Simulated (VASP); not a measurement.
Here is a VASP 6.6.1 calculation.

File INCAR:

```
SYSTEM = Ge
PREC     = Accurate       ! precision mode
ENCUT    = 520            ! plane-wave cutoff, eV
EDIFF    = 1E-7           ! SCF threshold, eV
ISMEAR   = 0              ! smearing method
SIGMA    = 0.1            ! smearing width, eV
LREAL    = .False.        ! projectors in reciprocal space
LASPH    = .True.         ! aspherical terms in the spheres
NELM     = 60             ! most SCF steps
ALGO     = Normal         ! electronic algorithm
ISIF     = 2              ! what is computed and relaxed
LWAVE    = .False.        ! write WAVECAR
LCHARG   = .False.        ! write CHGCAR
LDIPOL   = .True.       
IDIPOL   = 3            
DIPOL    = 0.5 0.5 0.368
GGA      = PE             ! functional
IVDW     = 12             ! dispersion correction
NBANDS   = 36             ! bands
```

Contents of KPOINTS:

```
Automatic mesh
0
Gamma
  9 9 1
  0 0 0
```

The input POSCAR:

```
Ge
1.0
    4.0226895460      0.0000000000      0.0000000000
   -2.0113447730      3.4837513384      0.0000000000
    0.0000000000      0.0000000000     18.8685220369
Ge
4
Direct
    0.3333333333      0.6666666667      0.2747571330
    0.6666666667      0.3333333333      0.2384924474
    0.0000000000      1.0000000000      0.4965159443
    0.3333333333      0.6666666667      0.4602512588
```

Potentials or basis: VASP PAW PBE potentials, release 64 (Ge_d).

Launch:

```bash
$ cat potpaw_PBE.64/Ge_d/POTCAR > POTCAR
$ mpirun -np 1 vasp_std > vasp.out
```

Question: What does it give for the dispersion energy per atom?

Answer: -0.212 eV.

Question: Predict the band gap on the k mesh.

Answer: Zero (filled and empty bands touch).

Question: Predict the largest force.

Answer: 0.416 eV/Å.

Forces on the atoms (eV/Å):
```
Ge   0.000  0.000  0.416
Ge   0.000  0.000 -0.010
Ge   0.000  0.000  0.010
Ge   0.000  0.000 -0.416
```
